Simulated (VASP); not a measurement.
GdN, 2 atoms in the cell. It takes space group Fm-3m (No. 225, cubic). Conventional cell: a = 4.986 Å, b = 4.986 Å, c = 4.986 Å, α = 90.00°, β = 90.00°, γ = 90.00°. Gd (site symmetry m-3m) has 6 N at 2.49 Å within 3.3 Å. Within 3.3 Å of N (site symmetry m-3m) lie 6 Gd at 2.49 Å. 

- Program: VASP 6.6.1
- Task: single point
- Functional: PBE
- Potentials or basis: VASP PAW PBE potentials, release 64 (Gd, N)
- Cutoff: 520 eV
- k mesh: 12 × 12 × 12
- Occupations: gaussian, width 0.05 eV
- Spin: collinear spin, ferromagnetic start
- Starting moments: [7.0, 0.0] μB
- Dipole correction: no
- Further INCAR settings: ALGO = Normal; EDIFF = 1e-06; NBANDS = 22

Potentials or basis: VASP PAW PBE potentials, release 64 (Gd, N).

Run with:

```sh
$ cat potpaw_PBE.64/Gd/POTCAR potpaw_PBE.64/N/POTCAR > POTCAR
$ mpirun -np 1 vasp_std > vasp.out
```

Hardware: 1 thread of Intel(R) Xeon(R) 6975P-C (Granite Rapids) (shared host).

Question: How long does it take, and how much memory?

Answer: Wall time 2.7 min on 1 thread of Intel(R) Xeon(R) 6975P-C (Granite Rapids), with other jobs on the host, peak memory 0.26 GiB. Counts: scf iterations 37, k points 72.
